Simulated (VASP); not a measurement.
BiIr:

```xyz
2
Lattice="0.0000 3.0675 3.0675 3.0675 0.0000 3.0675 3.0675 3.0675 0.0000" Properties=species:S:1:pos:R:3 pbc="T T T"
Ir    0.0000    0.0000    0.0000
Bi    1.5337    1.5337    1.5337
```

Base run:

* Program: VASP 6.6.1
* Functional: PBE
* Potentials or basis: VASP PAW PBE potentials, release 64 (Ir, Bi_d)
* Cutoff: 500 eV
* k mesh: 10 × 10 × 10
* Occupations: gaussian, width 0.05 eV
* Spin: no spin polarisation

Its results: band gap on the k mesh zero (band 12 reaches 7.48 eV, above the bottom of band 13 at 4.68 eV); pressure 0.1 GPa.

The run is repeated on the same cell with these changes: dispersion from none to D3(BJ). What comes out?

Band gap on the k mesh zero (band 12 reaches 7.48 eV, above the bottom of band 13 at 4.68 eV); pressure -2.6 GPa.

Dispersion adds attraction, which lowers the pressure at fixed volume and, as a term added to the energy, leaves the levels alone.

Caveats: spin-orbit coupling is left out, which moves the levels of the heavy elements; pairwise dispersion overbinds metals, which lowers pressure and volume (some runs).
